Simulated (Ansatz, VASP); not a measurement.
**Tl: VASP beside Ansatz**

The input INCAR:

```
SYSTEM = Tl
PREC = Accurate
ENCUT = 520
EDIFF = 1E-6
ISMEAR = -1
SIGMA = 0.05
LREAL = .False.
LASPH = .True.
NELM = 80
ALGO = Normal
ISIF = 2
LWAVE = .False.
LCHARG = .False.
GGA = RE
NBANDS = 12
```

Contents of KPOINTS:

```
Automatic mesh
0
Gamma
  13 13 13
  0 0 0
```

Contents of POSCAR:

```
Tl
1.0
   -1.9147670545      1.9147670545      1.9147670545
    1.9147670545     -1.9147670545      1.9147670545
    1.9147670545      1.9147670545     -1.9147670545
Tl
1
Direct
    0.0000000000      0.0000000000      0.0000000000
```

Input for Ansatz:

```yaml
crystal:
  lattice:
    - [-1.9147670545, 1.9147670545, 1.9147670545]
    - [1.9147670545, -1.9147670545, 1.9147670545]
    - [1.9147670545, 1.9147670545, -1.9147670545]
  atoms:
    - { symbol: Tl, position: [0.0, 0.0, 0.0] }
kpoints:
  mp_grid: { grid: [13, 13, 13] }
scf:
  occupations: { method: fermi_dirac, width: 0.05 }
  mixing: { algorithm: msr1, beta: 0.3 }
hamiltonian:
  xc: revpbe
  pseudopotentials: { kind: all_electron, lapw: { basis_error: 0.00025 } }
output:
  forces: true
  stress: true
  eigenvalues: true
```

Alike in both runs: task single point; functional revPBE; k mesh 13 × 13 × 13; occupations fermi-dirac, width 0.05 eV; no spin polarisation.

```csv
,VASP,Ansatz
version,VASP 6.6.1,Ansatz 0.2.0
potentials or method,"VASP PAW PBE potentials, release 64 (Tl_d), cutoff 520 eV","all-electron LAPW, scalar-relativistic"
```

```tsv
	VASP	Ansatz	Ansatz less VASP
gap on the k mesh at the Fermi level (eV)	none	none	-
pressure (GPa)	5.4	5.4	+0.07
```

VASP's potentials were made for PBE, not for revPBE. A gap of «none» marks a metal or a gap that the smearing closes. Ansatz ran all-electron here, and VASP with PAW potentials.

Neither program's run includes spin-orbit coupling.
